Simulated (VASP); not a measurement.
# Al (Im-3m) in VASP: notebook

Al is run at these levels: PBEsol; tasks: single point, relaxation of cell and atoms.

Program: VASP 6.6.1. These are calculated values, not measurements. Logs are shortened: lines on timing, memory, paths and dates and some standing lists are left out, and cuts for length are marked.

## Step 1: The cell of the first run

Symmetry: Im-3m, No. 229, cubic system. Conventional cell: a = 3.021 Å, b = 3.021 Å, c = 3.021 Å, α = 90.00°, β = 90.00°, γ = 90.00°. Al (site symmetry m-3m) has 14 Al at 2.62 to 3.02 Å within 3.5 Å.

This isn't the form of Al at room conditions, which is fcc.

## Step 2: Single point, PBEsol

INCAR

```
SYSTEM = Al
PREC = Accurate ; ENCUT = 500
EDIFF = 1E-6 ; ISMEAR = -1
SIGMA = 0.05 ; LREAL = .False.
LASPH = .True. ; NELM = 120
ALGO = Normal ; ISIF = 2
LWAVE = .False. ; LCHARG = .True.
GGA = PS ; LELF = .True.
LVHAR = .True. ; NBANDS = 8
GGA_COMPAT = .False.
```

KPOINTS

```
Automatic mesh
0
Gamma
  20 20 20
  0 0 0
```

POSCAR

```
Al
1.0
   -1.5104746341      1.5104746341      1.5104746341
    1.5104746341     -1.5104746341      1.5104746341
    1.5104746341      1.5104746341     -1.5104746341
Al
1
Direct
    0.0000000000      0.0000000000      0.0000000000
```

Potentials or basis: VASP PAW PBE potentials, release 64 (Al).

Command:

```console
$ cat potpaw_PBE.64/Al/POTCAR > POTCAR
$ mpirun -np 1 vasp_std > vasp.out
```

OUTCAR:

```text
SYSTEM = Al
   PREC = Accurate
   ENCUT = 500
   EDIFF = 1E-6
   ISMEAR = -1
   LREAL = .False.
   LASPH = .True.
   NELM = 120
   ISIF = 2
   GGA = PS

 ion  position               nearest neighbor table
   1  0.000  0.000  0.000-

  LATTYP: Found a body centered cubic cell.
 ALAT       =     3.0209492682

  Lattice vectors:

 A1 = (  -1.5104746341,   1.5104746341,   1.5104746341)
 A2 = (   1.5104746341,  -1.5104746341,   1.5104746341)
 A3 = (   1.5104746341,   1.5104746341,  -1.5104746341)

Analysis of symmetry for initial positions (statically):
=====================================================================
 Subroutine PRICEL returns:
 Original cell was already a primitive cell.

 Routine SETGRP: Setting up the symmetry group for a
 body centered cubic supercell.

 Subroutine GETGRP returns: Found 48 space group operations
 (whereof 48 operations were pure point group operations)
 out of a pool of 48 trial point group operations.

The static configuration has the point symmetry O_h .

Analysis of symmetry for dynamics (positions and initial velocities):
=====================================================================
 Subroutine PRICEL returns:
 Original cell was already a primitive cell.

 Routine SETGRP: Setting up the symmetry group for a
 body centered cubic supercell.

 Subroutine GETGRP returns: Found 48 space group operations
 (whereof 48 operations were pure point group operations)
 out of a pool of 48 trial point group operations.

The dynamic configuration has the point symmetry O_h .

 Subroutine INISYM returns: Found 48 space group operations
 (whereof 48 operations are pure point group operations),
 and found     1 'primitive' translations

----------------------------------------------------------------------------------------

                                     Primitive cell

  volume of cell :      13.7848

  direct lattice vectors                    reciprocal lattice vectors
    -1.510474634  1.510474634  1.510474634     0.000000000  0.331021779  0.331021779
     1.510474634 -1.510474634  1.510474634     0.331021779  0.000000000  0.331021779
     1.510474634  1.510474634 -1.510474634     0.331021779  0.331021779  0.000000000

  length of vectors
     2.616218810  2.616218810  2.616218810     0.468135489  0.468135489  0.468135489

  position of ions in fractional coordinates (direct lattice)
     0.000000000  0.000000000  0.000000000

  ion indices of the primitive-cell ions
   primitive index   ion index
                 1           1

----------------------------------------------------------------------------------------

 KPOINTS: Automatic mesh

Automatic generation of k-mesh.
 Grid dimensions read from file:
 generate k-points for:   20   20   20

 Generating k-lattice:

  Cartesian coordinates                     Fractional coordinates (reciprocal lattice)
     0.000000000  0.016551089  0.016551089     0.050000000  0.000000000  0.000000000
     0.016551089  0.000000000  0.016551089     0.000000000  0.050000000  0.000000000
     0.016551089  0.016551089  0.000000000     0.000000000  0.000000000  0.050000000

  Length of vectors
     0.023406774  0.023406774  0.023406774

  Shift w.r.t. Gamma in fractional coordinates (k-lattice)
     0.000000000  0.000000000  0.000000000

 Subroutine IBZKPT returns following result:
 ===========================================

 Found    256 irreducible k-points:

 Following reciprocal coordinates:
            Coordinates               Weight
  0.000000  0.000000  0.000000      1.000000
  0.050000  0.000000  0.000000     12.000000
  0.100000  0.000000  0.000000     12.000000
  0.150000  0.000000  0.000000     12.000000
  0.200000  0.000000  0.000000     12.000000
  0.250000  0.000000  0.000000     12.000000
[... 16 lines left out ...]
  0.200000  0.100000 -0.000000     48.000000
  0.250000  0.100000  0.000000     48.000000
 [... further k-points ...]
   k-points           NKPTS =    256   k-points in BZ     NKDIM =    256   number of bands    NBANDS=      8
   number of dos      NEDOS =    301   number of ions     NIONS =      1
   total plane-waves  NPLWV =   8000
   dimension x,y,z NGX =    20 NGY =   20 NGZ =   20
   dimension x,y,z NGXF=    40 NGYF=   40 NGZF=   40
   ions per type =               1
   NGX,Y,Z   is equivalent  to a cutoff of  12.71, 12.71, 12.71 a.u.
   NGXF,Y,Z  is equivalent  to a cutoff of  25.42, 25.42, 25.42 a.u.
 SYSTEM =  Al
   PREC   = accura    normal or accurate (medium, high low for compatibility)
   ISTART =      0    job   : 0-new  1-cont  2-samecut
   ICHARG =      2    charge: 1-file 2-atom 10-const
   ISPIN  =      1    spin polarized calculation?
   LNONCOLLINEAR =      F non collinear calculations
   LSORBIT =      F    spin-orbit coupling
   LASPH  =      T    aspherical Exc in radial PAW
   ENCUT  =  500.0 eV  36.75 Ry    6.06 a.u.   4.77  4.77  4.77*2*pi/ulx,y,z
   NELM   =    120;   NELMIN=  2; NELMDL= -5     # of ELM steps
   EDIFF  = 0.1E-05   stopping-criterion for ELM
   LREAL  =      F    real-space projection
   EDIFFG = 0.1E-04   stopping-criterion for IOM
   NSW    =      0    number of steps for IOM
   IBRION =     -1    ionic relax: 0-MD 1-quasi-New 2-CG
   NFREE  =      0    steps in history (QN), initial steepest desc. (CG)
   ISIF   =      2    stress and relaxation
   ISYM   =      2    0-nonsym 1-usesym 2-fastsym
   POTIM  = 0.5000    time-step for ionic-motion
   TEBEG  =    0.0;   TEEND  =   0.0 temperature during run
   PSTRESS=    0.0 pullay stress
   NELECT =       3.0000    total number of electrons
   NUPDOWN=      -1.0000    fix difference up-down
   EMIN   =  10.00;   EMAX   =-10.00  energy-range for DOS
   EFERMI =   0.00;   METHOD = LEGACY
   ISMEAR =    -1;   SIGMA  =   0.05  broadening in eV -4-tet -1-fermi 0-gaus
   EFERMI_NEDOS =   21; number of points for ismear=-14 and -15
   IALGO  =     38    algorithm
   IMIX   =      4    mixing-type and parameters
     AMIX     =   0.40;   BMIX     =  1.00
     AMIX_MAG =   1.60;   BMIX_MAG =  1.00
  volume/ion in A,a.u.               =      13.78        93.02
  Fermi-wavevector in a.u.,A,eV,Ry     =   0.984725  1.860861 13.193354  0.969684
  Thomas-Fermi vector in A             =   2.115980
   LORBIT       =      0    0 simple, 1 ext, 2 COOP (PROOUT), +10 PAW based schemes
   GGA     = PS    functional components
   LHFCALC =     F    Hartree Fock is set to
   AEXX    =    0.0000 exact exchange contribution
   IVDW    =     0    specifies the selected vdW correction
   LEPSILON=     F    determine dielectric tensor
   LRPA    =     F    only Hartree local field effects (RPA)
 non-spin polarized calculation
  energy-cutoff  :      500.00
  volume of cell :       13.78
 maximum number of plane-waves:       370
   NGX =  9   NGY =  9   NGZ =  9

 number of electron       3.0000000 magnetization

 Free energy of the ion-electron system (eV)
  ---------------------------------------------------
  ext. energy  EPLUGINS =         0.00000000
  ---------------------------------------------------
  free energy    TOTEN  =        -3.84452862 eV

  energy without entropy =       -3.84043205  energy(sigma->0) =       -3.84248033

 E-fermi :   9.9756     XC(G=0): -10.9363

 val. band max:        9.9500091128   @ k =  -0.4000  -0.4000   0.1500
 cond. band min:       9.9860238974   @ k =  -0.3000   0.5000   0.1000
 fundamental gap:      0.0360147846
 Fermi energy:         9.9755692952

 k-point     1 :       0.0000    0.0000    0.0000
  band No.  band energies     occupation
      1      -2.4702      2.00000
      2      24.3447      0.00000
      3      24.3447      0.00000
      4      24.3447      0.00000
      5      27.5099      0.00000
      6      27.5099      0.00000
      7      27.5099      0.00000
      8      27.7123      0.00000

 k-point     2 :       0.0500    0.0000    0.0000
  band No.  band energies     occupation
      1      -2.3892      2.00000
      2      23.4907      0.00000
      3      23.9691      0.00000
      4      23.9893      0.00000
      5      26.6440      0.00000
      6      26.8882      0.00000
      7      27.7472      0.00000
      8      28.0186      0.00000

 k-point     3 :       0.1000    0.0000    0.0000
  band No.  band energies     occupation
      1      -2.1465      2.00000
      2      21.5115      0.00000
      3      23.1775      0.00000
      4      23.2123      0.00000
      5      25.5910      0.00000
      6      26.2248      0.00000
      7      28.0169      0.00000
      8      28.5399      0.00000

 k-point     4 :       0.1500    0.0000    0.0000
  band No.  band energies     occupation
      1      -1.7432      2.00000
      2      19.2301      0.00000
      3      22.2431      0.00000
      4      22.4173      0.00000
      5      24.5996      0.00000
      6      25.6548      0.00000
      7      28.4550      0.00000
      8      28.8776      0.00000

 k-point     5 :       0.2000    0.0000    0.0000
  band No.  band energies     occupation
      1      -1.1809      2.00000
      2      16.9421      0.00000
      3      21.3444      0.00000
      4      21.6892      0.00000
      5      23.7198      0.00000
      6      25.0848      0.00000
      7      29.0538      0.00000
      8      29.2964      0.00000
[... 177 lines left out ...]
 k-point    22 :       0.1500    0.1000   -0.0000
  band No.  band energies     occupation
      1      -0.9408      2.00000
      2      17.0566      0.00000
      3      18.6218      0.00000
      4      21.4439      0.00000
      5      24.7745      0.00000
      6      26.0696      0.00000
      7      28.5217      0.00000
      8      30.1348      0.00000

 k-point    23 :       0.2000    0.1000   -0.0000
  band No.  band energies     occupation
      1      -0.2235      2.00000
      2      14.8974      0.00000
      3      17.8138      0.00000
      4      20.7709      0.00000
      5      24.1547      0.00000
      6      26.1863      0.00000
      7      28.3951      0.00000
      8      31.3891      0.00000

 k-point    24 :       0.2500    0.1000    0.0000
  band No.  band energies     occupation
      1       0.6471      2.00000
      2      12.8164      0.00000
      3      17.1592      0.00000
      4      20.2025      0.00000
      5      23.5886      0.00000
      6      26.1125      0.00000
      7      28.6781      0.00000
      8      32.4795      0.00000

 [... further k-points ...]

------------------------ aborting loop because EDIFF is reached ----------------------------------------

  FORCE on cell =-STRESS in cart. coord.  units (eV):
  Direction    XX          YY          ZZ          XY          YZ          ZX
  --------------------------------------------------------------------------------------
  -------------------------------------------------------------------------------------
  Total        1.7284383      1.7284383      1.7284383      0.0000000      0.0000000     -0.0000000
  in kB      200.8927075    200.8927075    200.8927075      0.0000000      0.0000000     -0.0000000
  external PRESSURE =     200.8927075 kB  Pullay stress =       0.0000000 kB

 VOLUME and BASIS-vectors are now :
 -----------------------------------------------------------------------------
  energy-cutoff  :      500.00
  volume of cell :       13.78
      direct lattice vectors                 reciprocal lattice vectors
    -1.510474634  1.510474634  1.510474634     0.000000000  0.331021779  0.331021779
     1.510474634 -1.510474634  1.510474634     0.331021779  0.000000000  0.331021779
     1.510474634  1.510474634 -1.510474634     0.331021779  0.331021779  0.000000000

 POSITION                                       TOTAL-FORCE (eV/Angst)
 -----------------------------------------------------------------------------------
      0.00000      0.00000      0.00000        -0.000000      0.000000     -0.000000
 -----------------------------------------------------------------------------------
    total drift:                                0.000000     -0.000000      0.000000

  FREE ENERGIE OF THE ION-ELECTRON SYSTEM (eV)
  ---------------------------------------------------
  free  energy   TOTEN  =        -3.8445286226 eV

  energy  without entropy=       -3.8404320455  energy(sigma->0) =       -3.84248033
```

Wall time 11 s (1 thread of AMD EPYC 9R45 (Zen 5), shared host); peak memory 0.1 GiB.

Results:

- Free energy: -3.8445 eV
- Pressure: 20.1 GPa
- Band gap on the k mesh: zero (an odd number of electrons rules out a gap without spin polarisation)

Levels at points of the mesh, in eV from the Fermi level:
| k point | band 1 | band 2 | band 3 | band 4 |
| --- | --- | --- | --- | --- |
| (0.00, 0.00, 0.00) | -12.45 | 14.37 | 14.37 | 14.37 |
| (0.50, 0.00, 0.00) | -5.02 | -4.10 | 8.68 | 9.64 |
| (0.50, 0.50, 0.50) | 2.21 | 2.21 | 2.21 | 2.65 |

Caveat: the cell stands under pressure; the PAW data sets were made with another functional, which shifts forces and pressure a little.

## Step 3: Single point, PBEsol

This run uses another cell than the first one, of 14.88 Å³/atom.

INCAR

```
PREC     = Accurate       # precision mode
ENCUT    = 500            # plane-wave cutoff, eV
EDIFF    = 1E-6           # SCF threshold, eV
ISMEAR   = -1             # smearing method
SIGMA    = 0.05           # smearing width, eV
LREAL    = F              # projectors in reciprocal space
LASPH    = T              # aspherical terms in the spheres
NELM     = 120            # most SCF steps
ALGO     = Normal         # electronic algorithm
ISIF     = 2              # what is computed and relaxed
LWAVE    = F              # write WAVECAR
LCHARG   = T              # write CHGCAR
GGA      = PS             # functional
LELF     = T              # ELF
LVHAR    = T            
NBANDS   = 8              # bands
GGA_COMPAT= F
```

KPOINTS

```
Automatic mesh
0
Gamma
  20 20 20
```

POSCAR

```
Al
1.0
   -1.5495502562      1.5495502562      1.5495502562
    1.5495502562     -1.5495502562      1.5495502562
    1.5495502562      1.5495502562     -1.5495502562
Al
1
Direct
    0.0000000000      0.0000000000      0.0000000000
```

Potentials or basis: VASP PAW PBE potentials, release 64 (Al).

Command:

```console
$ cat potpaw_PBE.64/Al/POTCAR > POTCAR
$ mpirun -np 1 vasp_std > vasp.out
```

OUTCAR:

```text
PREC = Accurate
   ENCUT = 500
   EDIFF = 1E-6
   ISMEAR = -1
   LREAL = F
   LASPH = T
   NELM = 120
   ISIF = 2
   GGA = PS

 ion  position               nearest neighbor table
   1  0.000  0.000  0.000-

  LATTYP: Found a body centered cubic cell.
 ALAT       =     3.0991005124

  Lattice vectors:

 A1 = (  -1.5495502562,   1.5495502562,   1.5495502562)
 A2 = (   1.5495502562,  -1.5495502562,   1.5495502562)
 A3 = (   1.5495502562,   1.5495502562,  -1.5495502562)

Analysis of symmetry for initial positions (statically):
=====================================================================
 Subroutine PRICEL returns:
 Original cell was already a primitive cell.

 Routine SETGRP: Setting up the symmetry group for a
 body centered cubic supercell.

 Subroutine GETGRP returns: Found 48 space group operations
 (whereof 48 operations were pure point group operations)
 out of a pool of 48 trial point group operations.

The static configuration has the point symmetry O_h .

Analysis of symmetry for dynamics (positions and initial velocities):
=====================================================================
 Subroutine PRICEL returns:
[... 158 lines left out ...]
 fundamental gap:      0.0203540441
 Fermi energy:         9.0815939844

 k-point     1 :       0.0000    0.0000    0.0000
  band No.  band energies     occupation
      1      -2.7899      2.00000
      2      22.9546      0.00000
      3      22.9546      0.00000
      4      22.9546      0.00000
      5      25.3368      0.00000
      6      25.3368      0.00000
      7      25.3368      0.00000
      8      26.1802      0.00000
[... 243 lines left out ...]
 k-point    24 :       0.2500    0.1000   -0.0000
  band No.  band energies     occupation
      1       0.1795      2.00000
      2      11.8118      0.00000
      3      15.9499      0.00000
      4      18.7468      0.00000
      5      22.0759      0.00000
      6      24.4065      0.00000
      7      26.8398      0.00000
      8      30.5078      0.00000

 [... further k-points ...]

------------------------ aborting loop because EDIFF is reached ----------------------------------------

  FORCE on cell =-STRESS in cart. coord.  units (eV):
  Direction    XX          YY          ZZ          XY          YZ          ZX
  --------------------------------------------------------------------------------------
  -------------------------------------------------------------------------------------
  Total        0.9351721      0.9351721      0.9351721     -0.0000000      0.0000000     -0.0000000
  in kB      100.6758130    100.6758130    100.6758130     -0.0000000      0.0000000     -0.0000000
  external PRESSURE =     100.6758130 kB  Pullay stress =       0.0000000 kB

 VOLUME and BASIS-vectors are now :
 -----------------------------------------------------------------------------
  energy-cutoff  :      500.00
  volume of cell :       14.88
      direct lattice vectors                 reciprocal lattice vectors
    -1.549550256  1.549550256  1.549550256     0.000000000  0.322674271  0.322674271
     1.549550256 -1.549550256  1.549550256     0.322674271  0.000000000  0.322674271
     1.549550256  1.549550256 -1.549550256     0.322674271  0.322674271  0.000000000

 POSITION                                       TOTAL-FORCE (eV/Angst)
 -----------------------------------------------------------------------------------
      0.00000      0.00000      0.00000         0.000000     -0.000000      0.000000
 -----------------------------------------------------------------------------------
    total drift:                                0.000000     -0.000000      0.000000

  FREE ENERGIE OF THE ION-ELECTRON SYSTEM (eV)
  ---------------------------------------------------
  free  energy   TOTEN  =        -3.9459525146 eV

  energy  without entropy=       -3.9418773058  energy(sigma->0) =       -3.94391491
```

OSZICAR:

```text
N       E                     dE             d eps       ncg     rms          rms(c)
DAV:   1    -0.263890253296E+01   -0.26389E+01   -0.88755E+02  4112   0.203E+02
DAV:   2    -0.397312068261E+01   -0.13342E+01   -0.13042E+01  5856   0.188E+01
DAV:   3    -0.397887462374E+01   -0.57539E-02   -0.57511E-02  4840   0.136E+00
DAV:   4    -0.397889096851E+01   -0.16345E-04   -0.16345E-04  6112   0.640E-02
DAV:   5    -0.397889100581E+01   -0.37293E-07   -0.38616E-07  5000   0.223E-03    0.155E+00
DAV:   6    -0.395900855996E+01    0.19882E-01   -0.22957E-03  4704   0.193E-01    0.867E-01
DAV:   7    -0.394597390080E+01    0.13035E-01   -0.61859E-03  4712   0.306E-01    0.190E-01
DAV:   8    -0.394595302885E+01    0.20872E-04   -0.30990E-05  5608   0.368E-02    0.240E-02
DAV:   9    -0.394595251456E+01    0.51429E-06   -0.25793E-07  4840   0.280E-03
   1 F= -.39459525E+01 E0= -.39439149E+01  d E =-.407521E-02
```

stdout:

```text
POSCAR found type information on POSCAR Al
 POSCAR found :  1 types and       1 ions
 scaLAPACK will be used
 -----------------------------------------------------------------------------
|                                                                             |
|                                                                             |
|     You enforced a specific xc type in the INCAR file but a different       |
|     I HOPE YOU KNOW WHAT YOU ARE DOING!                                     |
|                                                                             |
 -----------------------------------------------------------------------------

 LDA part: xc-table for (Slater+PW92), standard interpolation
 POSCAR, INCAR and KPOINTS ok, starting setup
 FFT: planning ... GRIDC
 FFT: planning ... GRID_SOFT
 FFT: planning ... GRID
 WAVECAR not read
 entering main loop
```

Wall time 11 s (1 thread of AMD EPYC 9R45 (Zen 5), shared host); peak memory 0.1 GiB.

Results:

| Property | Result |
| --- | --- |
| Free energy | -3.9460 eV |
| Pressure | 10.1 GPa |
| Band gap on the k mesh | zero (an odd number of electrons rules out a gap without spin polarisation) |

Levels at points of the mesh, in eV from the Fermi level:
```tsv
k point	band 1	band 2	band 3	band 4	band 5
(0.00, 0.00, 0.00)	-11.87	13.87	13.87	13.87	16.26
(0.50, 0.00, 0.00)	-4.72	-3.99	8.49	8.97	10.70
(0.50, 0.50, 0.50)	2.05	2.05	2.05	2.80	2.80
```

Caveat: the cell stands under pressure; the PAW data sets were made with another functional, which shifts forces and pressure a little.

[end of part 1 of 2]
